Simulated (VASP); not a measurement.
Here is a VASP 6.6.1 calculation.

The input INCAR:

```
PREC = Accurate
ENCUT = 600
EDIFF = 1E-6
ISMEAR = 0
SIGMA = 0.02
LREAL = False
LASPH = True
NELM = 120
ALGO = Normal
ISIF = 2
LWAVE = False
LCHARG = False
GGA = PE
NBANDS = 28
GGA_COMPAT = False
```

KPOINTS

```
Automatic mesh
0
Gamma
  8 8 8
```

Contents of POSCAR:

```
SrTiO3
1.0
    4.0243719452      0.0000000000      0.0000000000
    0.0000000000      4.0243719452      0.0000000000
    0.0000000000      0.0000000000      3.8852261980
Sr Ti O
1 1 3
Direct
    0.0000000000      0.0000000000      0.0000000000
    0.5000000000      0.5000000000      0.5000000000
    0.5000000000      0.5000000000      0.0000000000
    0.5000000000      0.0000000000      0.5000000000
    0.0000000000      0.5000000000      0.5000000000
```

Potentials or basis: VASP PAW PBE potentials, release 64 (Sr_sv, Ti_sv, O).

Command:

```console
$ cat potpaw_PBE.64/Sr_sv/POTCAR potpaw_PBE.64/Ti_sv/POTCAR potpaw_PBE.64/O/POTCAR > POTCAR
$ mpirun -np 1 vasp_std > vasp.out
```

Predict the pressure.

-4.2 GPa.

Estimate the band gap on the k mesh.

1.70 eV, indirect (least direct gap 2.08 eV).

Stress tensor (GPa, compression positive):
```
-6.54  0.00  0.00
 0.00 -6.54  0.00
 0.00  0.00  0.54
```

A k mesh can miss the band edges.
